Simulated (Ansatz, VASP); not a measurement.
One calculation of C, two programs

Contents of INCAR:

```
SYSTEM = C
PREC = Accurate
ENCUT = 520
EDIFF = 1E-6
ISMEAR = 0
SIGMA = 0.01
LREAL = Auto
LASPH = .TRUE.
NELM = 80
ALGO = Normal
ISIF = 2
LWAVE = .FALSE.
LCHARG = .FALSE.
GGA = PE
IVDW = 12
NBANDS = 96
```

File KPOINTS:

```
regular mesh
0
G
  3 3 3
  0 0 0
```

Contents of POSCAR:

```
C
1.0
    0.0000000000      7.3947702679      0.0000000000
    6.4040254750      3.6973851339     -0.0323746821
    0.6685385148      3.6973851339     -6.7513570695
C
36
Direct
    0.3889141755      0.7222286788      0.4999429703
    0.3889141755      0.0555620121      0.4999429703
    0.3889141755      0.3888953454      0.4999429703
    0.0555808421      0.7222286788      0.4999429703
    0.3889141755      0.5555620121      0.9999429703
    0.0555808421      0.0555620121      0.4999429703
    0.3889141755      0.8888953454      0.9999429703
    0.0555808421      0.3888953454      0.4999429703
    0.3889141755      0.2222286788      0.9999429703
    0.7222475088      0.7222286788      0.4999429703
    0.0555808421      0.5555620121      0.9999429703
    0.7222475088      0.0555620121      0.4999429703
    0.0555808421      0.8888953454      0.9999429703
    0.7222475088      0.3888953454      0.4999429703
    0.0555808421      0.2222286788      0.9999429703
    0.7222475088      0.5555620121      0.9999429703
    0.7222475088      0.8888953454      0.9999429703
    0.7222475088      0.2222286788      0.9999429703
    0.9444191579      0.1111046546      0.0000570297
    0.9444191579      0.4444379879      0.0000570297
    0.9444191579      0.7777713212      0.0000570297
    0.6110858245      0.1111046546      0.0000570297
    0.9444191579      0.9444379879      0.5000570297
    0.6110858245      0.4444379879      0.0000570297
    0.9444191579      0.2777713212      0.5000570297
    0.6110858245      0.7777713212      0.0000570297
    0.9444191579      0.6111046546      0.5000570297
    0.2777524912      0.1111046546      0.0000570297
    0.6110858245      0.9444379879      0.5000570297
    0.2777524912      0.4444379879      0.0000570297
    0.6110858245      0.2777713212      0.5000570297
    0.2777524912      0.7777713212      0.0000570297
    0.6110858245      0.6111046546      0.5000570297
    0.2777524912      0.9444379879      0.5000570297
    0.2777524912      0.2777713212      0.5000570297
    0.2777524912      0.6111046546      0.5000570297
```

Input for Ansatz:

```yaml
crystal:
  lattice:
    - [0.0, 7.3947702681, 0.0]
    - [6.4040254751, 3.6973851341, -0.0323746861]
    - [0.6685385191, 3.6973851341, -6.7513570771]
  atoms:
    - { symbol: C, position: [0.3889141755, 0.7222286788, 0.4999429703] }
    - { symbol: C, position: [0.3889141755, 0.0555620121, 0.4999429703] }
    - { symbol: C, position: [0.3889141755, 0.3888953454, 0.4999429703] }
    - { symbol: C, position: [0.0555808421, 0.7222286788, 0.4999429703] }
    - { symbol: C, position: [0.3889141755, 0.5555620121, 0.9999429703] }
    - { symbol: C, position: [0.0555808421, 0.0555620121, 0.4999429703] }
    - { symbol: C, position: [0.3889141755, 0.8888953454, 0.9999429703] }
    - { symbol: C, position: [0.0555808421, 0.3888953454, 0.4999429703] }
    - { symbol: C, position: [0.3889141755, 0.2222286788, 0.9999429703] }
    - { symbol: C, position: [0.7222475088, 0.7222286788, 0.4999429703] }
    - { symbol: C, position: [0.0555808421, 0.5555620121, 0.9999429703] }
    - { symbol: C, position: [0.7222475088, 0.0555620121, 0.4999429703] }
    - { symbol: C, position: [0.0555808421, 0.8888953454, 0.9999429703] }
    - { symbol: C, position: [0.7222475088, 0.3888953454, 0.4999429703] }
    - { symbol: C, position: [0.0555808421, 0.2222286788, 0.9999429703] }
    - { symbol: C, position: [0.7222475088, 0.5555620121, 0.9999429703] }
    - { symbol: C, position: [0.7222475088, 0.8888953454, 0.9999429703] }
    - { symbol: C, position: [0.7222475088, 0.2222286788, 0.9999429703] }
    - { symbol: C, position: [0.9444191579, 0.1111046546, 5.70297e-05] }
    - { symbol: C, position: [0.9444191579, 0.4444379879, 5.70297e-05] }
    - { symbol: C, position: [0.9444191579, 0.7777713212, 5.70297e-05] }
    - { symbol: C, position: [0.6110858245, 0.1111046546, 5.70297e-05] }
    - { symbol: C, position: [0.9444191579, 0.9444379879, 0.5000570297] }
    - { symbol: C, position: [0.6110858245, 0.4444379879, 5.70297e-05] }
    - { symbol: C, position: [0.9444191579, 0.2777713212, 0.5000570297] }
    - { symbol: C, position: [0.6110858245, 0.7777713212, 5.70297e-05] }
    - { symbol: C, position: [0.9444191579, 0.6111046546, 0.5000570297] }
    - { symbol: C, position: [0.2777524912, 0.1111046546, 5.70297e-05] }
    - { symbol: C, position: [0.6110858245, 0.9444379879, 0.5000570297] }
    - { symbol: C, position: [0.2777524912, 0.4444379879, 5.70297e-05] }
    - { symbol: C, position: [0.6110858245, 0.2777713212, 0.5000570297] }
    - { symbol: C, position: [0.2777524912, 0.7777713212, 5.70297e-05] }
    - { symbol: C, position: [0.6110858245, 0.6111046546, 0.5000570297] }
    - { symbol: C, position: [0.2777524912, 0.9444379879, 0.5000570297] }
    - { symbol: C, position: [0.2777524912, 0.2777713212, 0.5000570297] }
    - { symbol: C, position: [0.2777524912, 0.6111046546, 0.5000570297] }
basis:
  ecutwfc: 420
  xc_grid: 2
kpoints:
  mp_grid: { grid: [3, 3, 3], shift: [0.0, 0.0, 0.0] }
hamiltonian:
  xc: pbe
  dispersion: d3bj
scf:
  occupations: { method: gaussian, width: 0.01 }
output:
  forces: true
  stress: true
  eigenvalues: true
  write_density: true
  write_potential: true
  elf: true
  volumetric_format: npy
```

Alike in both runs: task single point; functional PBE; dispersion D3(BJ); k mesh 3 × 3 × 3; occupations gaussian, width 0.01 eV; no spin polarisation.

|  | VASP | Ansatz |
| --- | --- | --- |
| version | VASP 6.6.1 | Ansatz 0.2.0 |
| potentials or method | VASP PAW PBE potentials, release 64 (C), cutoff 520 eV | scalar-relativistic, plane waves, PAW |
| valence electrons in the cell | 144 | 144 |

|  | VASP | Ansatz | Ansatz less VASP |
| --- | --- | --- | --- |
| gap on the k mesh at the Fermi level (eV) | 0.63 | 0.63 | -0.001 |
| least direct gap on the mesh (eV) | 0.63 | 0.63 | -0.001 |
| pressure (GPa) | 0.4 | 0.0 | -0.42 |
| traceless stress, the component that is largest in VASP (GPa) | -0.98 | -0.47 | +0.505 |
| rms of the force components (eV/Å) | 0.014 | 0.015 | +0.0006 |

Atom by atom the forces differ by 0.001 eV/Å (rms over components).
